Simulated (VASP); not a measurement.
Crystal: Ni.

```
Ni
1.0
     0.00000    1.76595    1.76595
     1.76595    0.00000    1.76595
     1.76595    1.76595    0.00000
Ni
1
Direct
  0.00000 0.00000 0.00000
```

Base run:

* Program: VASP 6.6.1
* Functional: PBE
* Potentials or basis: VASP PAW PBE potentials, release 64 (Ni)
* Cutoff: 520 eV
* k mesh: 13 × 13 × 13
* Occupations: fermi-dirac, width 0.05 eV
* Spin: collinear spin, ferromagnetic start
* Starting moments: [0.48] μB
* Fixed moment: 0.48 μB

Its results: pressure -2.6 GPa; site moments Ni +0.49 μB.

Problem. After a change of settings the same cell gave: pressure 13.2 GPa; site moments Ni +1.59 μB. Which change was it?
A. fixed moment from 0.48 μB to 1.91 μB; moments at the start from [0.48] to [1.91]
B. fixed moment from 0.48 μB to 0.24 μB; moments at the start from [0.48] to [0.24]
C. fixed moment from 0.48 μB to 0.71 μB; moments at the start from [0.48] to [0.71]
D. fixed moment from 0.48 μB to 1.67 μB; moments at the start from [0.48] to [1.67]

Solution. D.

Caveats: the total moment is fixed, so each spin has its own Fermi level.
